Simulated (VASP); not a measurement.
A run of VASP 6.6.1 is set up as follows.

Contents of INCAR:

```
PREC = Accurate
ENCUT = 600
EDIFF = 1E-6
ISMEAR = 0
SIGMA = 0.1
LREAL = False
LASPH = True
NELM = 100
ALGO = Normal
ISIF = 3
LWAVE = False
LCHARG = False
GGA = PE
IBRION = 2
NSW = 100
EDIFFG = -0.01
```

File KPOINTS:

```
Automatic mesh
0
Gamma
  12 12 12
```

POSCAR

```
Al2Cl
1.0
    0.0000000000      3.4630047901      3.4630047901
    3.4630047901      0.0000000000      3.4630047901
    3.4630047901      3.4630047901      0.0000000000
Al Cl
2 1
Direct
    0.2500000000      0.2500000000      0.2500000000
    0.7500000000      0.7500000000      0.7500000000
    0.0000000000      0.0000000000      0.0000000000
```

Potentials or basis: VASP PAW PBE potentials, release 64 (Al, Cl).

Launch:

```console
$ cat potpaw_PBE.64/Al/POTCAR potpaw_PBE.64/Cl/POTCAR > POTCAR
$ mpirun -np 1 vasp_std > vasp.out
```

Q: What does it give for the space group after relaxing (to 0.05 Å)?

A: Fm-3m (No. 225).

Q: What does it give for the relaxed volume?

A: 28.00 Å³/atom.

Step by step:
```tsv
step	energy change (eV)	largest force (eV/Å)	pressure (GPa)	volume (Å³)
1	0.0000	0.0000	0.24	83.06
2	-0.0005	0.0000	0.11	83.56
3	-0.0007	0.0000	0.00	83.99
```

Caveat: an odd number of electrons without spin polarisation forces a metal; a magnetic or distorted state may lie lower.
